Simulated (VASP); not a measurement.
A run of VASP 6.6.1 is set up as follows.

The input INCAR:

```
  ALGO = Normal
  EDIFF = 1E-6
  ENCUT = 520
  GGA = PS
  ISIF = 2
  ISMEAR = 0
  LASPH = True
  LCHARG = False
  LREAL = False
  LWAVE = False
  NBANDS = 24
  NELM = 100
  PREC = Accurate
  SIGMA = 0.1
```

Contents of KPOINTS:

```
k-points
0
Gamma
  18 18 18
```

The input POSCAR:

```
Ag
1.0
    1.4343705897      0.8281342461      7.0196725473
   -1.4343705897      0.8281342461      7.0196725473
    0.0000000000     -1.6562684922      7.0196725473
Ag
3
Direct
    0.0000000000      0.0000000000      0.0000000000
    0.7776871195      0.7776871195      0.7776871195
    0.2223128805      0.2223128805      0.2223128805
```

Potentials or basis: VASP PAW PBE potentials, release 64 (Ag).

Command:

```sh
$ cat potpaw_PBE.64/Ag/POTCAR > POTCAR
$ mpirun -np 1 vasp_std > vasp.out
```

Q: Estimate the pressure.

A: -0.2 GPa.

Caveat: the PAW data sets were made with another functional, which shifts forces and pressure a little.
